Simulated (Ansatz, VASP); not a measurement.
# GaBAs2 in VASP and in Ansatz

POSCAR

```
GaBAs2
1.0
    3.5868271292      0.0000000000      0.0000000000
    0.0000000000      3.5868271292      0.0000000000
    0.0000000000      0.0000000000      5.2454389771
B As Ga
1 2 1
Direct
    0.0000000000      0.0000000000      0.0000000000
    0.0000000000      0.5000000000      0.2139711065
    0.5000000000      0.0000000000      0.7860288935
    0.5000000000      0.5000000000      0.5000000000
```

The input INCAR.step1:

```
SYSTEM = GaBAs2
ALGO = Normal ; EDIFF = 1E-4
ENCUT = 520 ; GGA = PE
ISMEAR = 0 ; LASPH = .TRUE.
LCHARG = .FALSE. ; LREAL = .FALSE.
LWAVE = .TRUE. ; NBANDS = 21
NELM = 100 ; PREC = Accurate
SIGMA = 0.01
```

File INCAR.step2:

```
SYSTEM = GaBAs2
ALGO = Normal ; EDIFF = 1E-7
ENCUT = 520 ; ISIF = 2
ISMEAR = 0 ; ISTART = 1
LASPH = .TRUE. ; LCHARG = .TRUE.
LELF = .TRUE. ; LMIXTAU = .TRUE.
LREAL = .FALSE. ; LVHAR = .TRUE.
LWAVE = .FALSE. ; METAGGA = R2SCAN
NBANDS = 21 ; NELM = 100
PREC = Accurate ; SIGMA = 0.01
```

File KPOINTS:

```
k-points
0
G
  6 6 4
  0 0 0
```

Input for Ansatz:

```yaml
crystal:
  lattice:
    - [3.5868271292, 0.0, 0.0]
    - [0.0, 3.5868271292, 0.0]
    - [0.0, 0.0, 5.2454389771]
  atoms:
    - { symbol: B, position: [0.0, 0.0, 0.0] }
    - { symbol: As, position: [0.0, 0.5, 0.2139711065] }
    - { symbol: Ga, position: [0.5, 0.5, 0.5] }
    - { symbol: As, position: [0.5, 0.0, 0.7860288935] }
kpoints:
  mp_grid: { grid: [6, 6, 4] }
hamiltonian:
  xc: r2scan
scf:
  occupations: { method: fixed }
  n_extra_bands: 5
output:
  forces: true
  stress: true
  eigenvalues: true
```

Alike in both runs: task single point; functional r2SCAN; k mesh 6 × 6 × 4; no spin polarisation.

|  | VASP | Ansatz |
| --- | --- | --- |
| version | VASP 6.6.1 | Ansatz 0.2.0 |
| potentials or method | VASP PAW PBE potentials, release 64 (B, As, Ga_d) | plane waves, PAW |
| plane-wave cutoff (eV) | 520 | 500 |
| occupations | gaussian, width 0.01 eV | fixed |
| valence electrons in the cell | 26 | 46 |

```tsv
	VASP	Ansatz	Ansatz less VASP
gap on the k mesh at the Fermi level (eV)	0.69	0.70	+0.014
pressure (GPa)	7.2	7.0	-0.22
rms of the force components (eV/Å)	0.042	0.042	-0.0005
```

VASP's potentials were made for PBE, not for r2SCAN. VASP's potentials hold 26 valence electrons a cell and Ansatz's 46, so a difference there can come from the potentials and not from the codes.
